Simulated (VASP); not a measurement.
Wanted: the native input for a VASP 6.6.1 run.

* Task: single point
* Functional: PBE
* Potentials or basis: VASP PAW PBE potentials, release 64 (Li_sv, F)
* Cutoff: 520 eV
* k mesh: 8 × 8 × 8
* Occupations: gaussian, width 0.01 eV
* Spin: no spin polarisation
* Dipole correction: no
* Further INCAR settings: ALGO = Normal; EDIFF = 1e-06; NBANDS = 12

The structure of LiF lies in POSCAR:

```
LiF
1.0
    0.0000000000      2.0133924846      2.0133924846
    2.0133924846      0.0000000000      2.0133924846
    2.0133924846      2.0133924846      0.0000000000
Li F
1 1
Direct
    0.0000000000      0.0000000000      0.0000000000
    0.5000000000      0.5000000000      0.5000000000
```

This cell differs from its parent crystal: volume changed by -3%.

These files were run (other wordings do the same):

INCAR

```
PREC = Accurate
ENCUT = 520
EDIFF = 1E-6
ISMEAR = 0
SIGMA = 0.01
LREAL = False
LASPH = True
NELM = 60
ALGO = Normal
ISIF = 2
LWAVE = False
LCHARG = True
GGA = PE
LELF = True
LVHAR = True
NBANDS = 12
```

KPOINTS

```
regular mesh
0
Gamma
  8 8 8
```

Potentials or basis: VASP PAW PBE potentials, release 64 (Li_sv, F).

Command:

```bash
$ cat potpaw_PBE.64/Li_sv/POTCAR potpaw_PBE.64/F/POTCAR > POTCAR
$ mpirun -np 1 vasp_std > vasp.out
```

It gave:

```
Band gap on the k mesh : 9.10 eV, direct
```

Run time: 15 s on 1 thread of AMD EPYC 7R13, on a shared host, peak memory 0.1 GiB.
